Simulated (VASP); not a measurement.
Wanted: the native input for a VASP 6.6.1 run.

```yaml
Task: relaxation of cell and atoms
Functional: PBE
Potentials_or_basis: VASP PAW PBE potentials, release 64 (Na_sv, Y_sv, N)
Cutoff: 1130 eV
k_mesh: 4 × 4 × 4
Occupations: gaussian, width 0.1 eV
Spin: no spin polarisation
Dipole_correction: no
Further_INCAR_settings: ALGO = Normal; EDIFF = 1e-07; IBRION = 2; EDIFFG = -0.04; NSW = 90; ISIF = 3
```

The structure of Na4Y3N lies in POSCAR:

```
Na4Y3N
1.0
    5.4376122600      0.0000000000      0.0000000000
    0.0000000000      5.4376122600      0.0000000000
    0.0000000000      0.0000000000      5.4376122600
Na Y N
4 3 1
Direct
    0.5000000000      0.5000000000      0.5000000000
    0.0000000000      0.5000000000      0.5000000000
    0.5000000000      0.0000000000      0.5000000000
    0.5000000000      0.5000000000      0.0000000000
    0.5000000000      0.0000000000      0.0000000000
    0.0000000000      0.5000000000      0.0000000000
    0.0000000000      0.0000000000      0.5000000000
    0.0000000000      0.0000000000      0.0000000000
```

The cell was generated, and may not be a known phase.

One way to write it, as run:

INCAR

```
SYSTEM = Na4Y3N
  PREC = Accurate
  ENCUT = 1130
  EDIFF = 1E-7
  ISMEAR = 0
  SIGMA = 0.1
  LREAL = .False.
  LASPH = .True.
  NELM = 120
  ALGO = Normal
  ISIF = 3
  LWAVE = .False.
  LCHARG = .False.
  GGA = PE
  IBRION = 2
  NSW = 90
  EDIFFG = -0.04
  GGA_COMPAT = .False.
  NELMIN = 4
```

KPOINTS

```
regular mesh
0
Gamma
  4 4 4
  0 0 0
```

Potentials or basis: VASP PAW PBE potentials, release 64 (Na_sv, Y_sv, N).

Command:

```console
$ cat potpaw_PBE.64/Na_sv/POTCAR potpaw_PBE.64/Y_sv/POTCAR potpaw_PBE.64/N/POTCAR > POTCAR
$ mpirun -np 1 vasp_std > vasp.out
```

Results of the run:

```yaml
Relaxed_volume: 25.25 Å³/atom
Relaxed_cell: a = 5.867 Å, b = 5.867 Å, c = 5.867 Å, α = 90.00°, β = 90.00°, γ = 90.00°
Space_group_after_relaxing_to_0.1_Å: Pm-3m (No. 221)
Energy_gained_by_relaxing: 131.2 meV/atom
Ionic_steps: 3
Pressure_after_relaxing: -0.2 GPa
Band_gap_on_the_k_mesh: zero (bands 37 and 38 overlap by 0.49 eV)
```

Caveat: the volume moved by over 15 % at a fixed basis, so the end points are rough.

Run time: 11 min on 1 thread of Intel(R) Xeon(R) Platinum 8488C (Sapphire Rapids) (shared host), peak memory 0.66 GiB.
